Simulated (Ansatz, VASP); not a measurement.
One calculation of SrTiO3, two programs

```
Sr Ti O
1.0
     3.93640    0.00000    0.00000
     0.00000    3.93640    0.00000
     0.00000    0.00000    3.93640
Sr Ti O
1 1 3
Direct
  0.50000 0.50000 0.50000
  0.00000 0.00000 0.00000
  0.50000 0.00000 0.00000
  0.00000 0.50000 0.00000
  0.00000 0.00000 0.50000
```

Alike in both runs: task single point; functional PBE; k mesh 8 × 8 × 8; occupations gaussian, width 0.02 eV; non-collinear spin, spin-orbit coupling.

|  | VASP | Ansatz |
| --- | --- | --- |
| version | VASP 6.6.1 | Ansatz 0.2.0 |
| potentials or method | VASP PAW PBE potentials, release 64 (Sr_sv, Ti_sv, O), cutoff 520 eV | plane waves, PAW |
| valence electrons in the cell | 40 | 40 |

```csv
,VASP,Ansatz,Ansatz less VASP
pressure (GPa),0.6,0.0,-0.61
net moment per atom (μB),0.00,0.00,0.000
```

With one functional, cell and mesh, what is left measures potentials, basis and numerics.
